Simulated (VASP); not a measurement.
Write the native input for VASP 6.6.1 that does the following.

```yaml
Task: single point
Functional: revPBE
Potentials_or_basis: VASP PAW PBE potentials, release 64 (Mg)
Cutoff: 520 eV
k_mesh: 10 × 10 × 10
Occupations: fermi-dirac, width 0.05 eV
Spin: no spin polarisation
Dipole_correction: no
Further_INCAR_settings: ALGO = Fast; EDIFF = 1e-06; NBANDS = 7
```

The structure of Mg lies in POSCAR:

```
Mg
1.0
    0.0000000000      2.2801539200      2.2801539200
    2.2801539200      0.0000000000      2.2801539200
    2.2801539200      2.2801539200      0.0000000000
Mg
1
Direct
    0.0000000000      0.0000000000      0.0000000000
```

These files were run (other wordings do the same):

INCAR

```
PREC     = Accurate       # precision mode
ENCUT    = 520            # plane-wave cutoff, eV
EDIFF    = 1E-6           # SCF threshold, eV
ISMEAR   = -1             # smearing method
SIGMA    = 0.05           # smearing width, eV
LREAL    = F              # projectors in reciprocal space
LASPH    = T              # aspherical terms in the spheres
NELM     = 80             # most SCF steps
ALGO     = Fast           # electronic algorithm
ISIF     = 2              # what is computed and relaxed
LWAVE    = F              # write WAVECAR
LCHARG   = T              # write CHGCAR
GGA      = RE             # functional
LELF     = T              # ELF
LVHAR    = T            
NBANDS   = 7              # bands
```

KPOINTS

```
Automatic mesh
0
Gamma
  10 10 10
```

Potentials or basis: VASP PAW PBE potentials, release 64 (Mg).

Command:

```sh
$ cat potpaw_PBE.64/Mg/POTCAR > POTCAR
$ mpirun -np 1 vasp_std > vasp.out
```

It gave:

```
Pressure               : -0.2 GPa
Band gap on the k mesh : zero (band 1 reaches 3.37 eV, above the bottom of band 2 at 1.28 eV)
```

Caveat: the PAW data sets were made with another functional, which shifts forces and pressure a little.

Run time: 2.9 s on 1 thread of Intel(R) Xeon(R) 6975P-C (Granite Rapids) (shared host), peak memory 0.13 GiB.
